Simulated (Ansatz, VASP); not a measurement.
## One calculation of GaSb5, two programs

```
CELL_PARAMETERS angstrom
6.21530 0.00000 0.00000
-3.10765 5.38260 0.00000
0.00000 0.00000 4.88598
ATOMIC_POSITIONS crystal
Ga 0.00000 0.00000 0.01934
Sb 0.50000 0.00000 0.37109
Sb 0.00000 0.50000 0.37109
Sb 0.50000 0.50000 0.37109
Sb 0.33333 0.66667 0.84867
Sb 0.66667 0.33333 0.84867
```

Alike in both runs: task relaxation of cell and atoms; functional PBE; k mesh 3 × 3 × 4; occupations gaussian, width 0.1 eV; no spin polarisation.

|  | VASP | Ansatz |
| --- | --- | --- |
| version | VASP 6.6.1 | Ansatz 0.2.0 |
| potentials or method | VASP PAW PBE potentials, release 64 (Ga_d, Sb), cutoff 600 eV | scalar-relativistic, plane waves, PAW |
| valence electrons in the cell | 38 | 88 |

```csv
,VASP,Ansatz,Ansatz less VASP
"gap on the k mesh at the Fermi level, each at its own relaxed structure (eV)",none,none,-
relaxed volume (Å³/atom),30.78,30.92,+0.145
relaxed cell length with the largest relative difference (Å),5.930,5.941,+0.0111
```

A gap of «none» marks a metal or a gap that the smearing closes. VASP's potentials hold 38 valence electrons a cell and Ansatz's 88, so a difference there can come from the potentials and not from the codes.

The k mesh is coarse, so the values compare programs but aren't converged. Neither program's run includes spin-orbit coupling.
